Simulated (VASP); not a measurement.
Set up this calculation in VASP 6.6.1, as the native input.

* Task: single point
* Functional: PBEsol
* Dispersion: D4
* Potentials or basis: VASP PAW PBE potentials, release 64 (Zr_sv)
* Cutoff: 520 eV
* k mesh: 10 × 10 × 10
* Occupations: fermi-dirac, width 0.01 eV
* Spin: collinear spin, ferromagnetic start
* Starting moments: [1.0] μB
* Fixed moment: 1 μB
* Dipole correction: no
* Further INCAR settings: ALGO = Normal; EDIFF = 1e-06; NBANDS = 16

The structure of Zr lies in POSCAR:

```
Zr
1.0
    0.0000000000      2.2992269146      2.2992269146
    2.2992269146      0.0000000000      2.2992269146
    2.2992269146      2.2992269146      0.0000000000
Zr
1
Direct
    0.0000000000      0.0000000000      0.0000000000
```

This cell differs from its parent crystal: volume scaled by 1.06.

The input as run:

INCAR

```
PREC = Accurate ; ENCUT = 520
EDIFF = 1E-6 ; ISMEAR = -1
SIGMA = 0.01 ; LREAL = F
LASPH = T ; NELM = 150
ALGO = Normal ; ISIF = 2
LWAVE = F ; LCHARG = T
ISPIN = 2 ; MAGMOM = 1
LORBIT = 11 ; NUPDOWN = 1.0
LMAXMIX = 4 ; GGA = PS
IVDW = 13 ; LELF = T
LVHAR = T ; NBANDS = 16
```

KPOINTS

```
regular mesh
0
Gamma
  10 10 10
```

Potentials or basis: VASP PAW PBE potentials, release 64 (Zr_sv).

Run with:

```bash
$ cat potpaw_PBE.64/Zr_sv/POTCAR > POTCAR
$ mpirun -np 1 vasp_std > vasp.out
```

It gave:

```yaml
Pressure: -5.8 GPa
Net_moment: 1.00 μB per cell
Site_moments: Zr +0.54 μB
Valence_electrons_inside_the_program's_atomic_spheres: Zr 9.78
Dispersion_energy_per_atom: -0.115 eV
```

Caveat: the PAW data sets were made with another functional, which shifts forces and pressure a little; the total moment is fixed, so each spin has its own Fermi level.

Wall time 15 s on 1 thread of Intel(R) Xeon(R) Platinum 8488C (Sapphire Rapids), on a shared host, peak memory 0.16 GiB.
